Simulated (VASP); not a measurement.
## Zn: single point with PBE

Zn:

```
CELL_PARAMETERS angstrom
2.29763 0.00000 0.00000
0.00000 2.29763 0.00000
0.00000 0.00000 2.29763
ATOMIC_POSITIONS crystal
Zn 0.00000 0.00000 0.00000
```

This isn't the form of Zn at room conditions, which is hcp.

```yaml
Program: VASP 6.6.1
Task: single point
Functional: PBE
Potentials_or_basis: VASP PAW PBE potentials, release 64 (Zn)
Cutoff: 520 eV
k_mesh: 17 × 17 × 17
Occupations: fermi-dirac, width 0.05 eV
Spin: no spin polarisation
Dipole_correction: no
Further_INCAR_settings: ALGO = Normal; EDIFF = 1e-07; NBANDS = 12
```

```
Pressure               : 55.1 GPa
Band gap on the k mesh : zero (bands 6 and 7 overlap by 8.84 eV)
```

Levels at points of the mesh, in eV from the Fermi level:
| k point | band 3 | band 4 | band 5 | band 6 | band 7 | band 8 | band 9 | band 10 |
| --- | --- | --- | --- | --- | --- | --- | --- | --- |
| (0.00, 0.00, 0.00) | -9.68 | -7.35 | -7.35 | -7.35 | 15.88 | 15.88 | 15.88 | 19.19 |

It took 26 s on 1 thread of Intel Xeon 8259CL, on a shared host, peak memory 0.14 GiB.

Caveat: the cell stands under pressure.
